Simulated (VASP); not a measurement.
Here is a VASP 6.6.1 calculation.

The input INCAR:

```
SYSTEM = HfZr2Si2
ALGO     = Normal         ! electronic algorithm
EDIFF    = 1E-7           ! SCF threshold, eV
EDIFFG   = -0.04          ! ionic threshold
ENCUT    = 600            ! plane-wave cutoff, eV
GGA      = PE             ! functional
IBRION   = 2              ! ionic algorithm
ISIF     = 3              ! what is computed and relaxed
ISMEAR   = 0              ! smearing method
LASPH    = .TRUE.         ! aspherical terms in the spheres
LCHARG   = .FALSE.        ! write CHGCAR
LREAL    = .FALSE.        ! projectors in reciprocal space
LWAVE    = .FALSE.        ! write WAVECAR
NELM     = 60             ! most SCF steps
NSW      = 90             ! ionic steps
PREC     = Accurate       ! precision mode
SIGMA    = 0.1            ! smearing width, eV
```

File KPOINTS:

```
k-points
0
G
  6 6 4
  0 0 0
```

File POSCAR:

```
HfZr2Si2
1.0
    3.9839163000      0.0000000000      0.0000000000
   -1.9919581500      3.4501727200      0.0000000000
    0.0000000000      0.0000000000      6.4296451800
Zr Hf Si
2 1 2
Direct
    0.3333333300      0.6666666700      0.7763208200
    0.6666666700      0.3333333300      0.2236791800
    0.0000000000      0.0000000000      0.5000000000
    0.0000000000      0.0000000000      0.8611891300
    0.0000000000      0.0000000000      0.1388108700
```

Potentials or basis: VASP PAW PBE potentials, release 64 (Zr_sv, Hf_pv, Si).

The run is started by

```bash
$ cat potpaw_PBE.64/Zr_sv/POTCAR potpaw_PBE.64/Hf_pv/POTCAR potpaw_PBE.64/Si/POTCAR > POTCAR
$ mpirun -np 1 vasp_std > vasp.out
```

(1) Predict the band gap on the k mesh.

(2) What does it give for the relaxed volume?

(3) What does it give for the relaxed cell?

Answers

(1) zero (bands 21 and 22 overlap by 0.25 eV).

(2) 25.37 Å³/atom.

(3) a = 4.416 Å, b = 4.416 Å, c = 7.513 Å, α = 90.00°, β = 90.00°, γ = 120.00°.

Caveat: the volume moved by over 15 % at a fixed basis, so the end points are rough; spin-orbit coupling is left out, which moves the levels of the heavy elements.
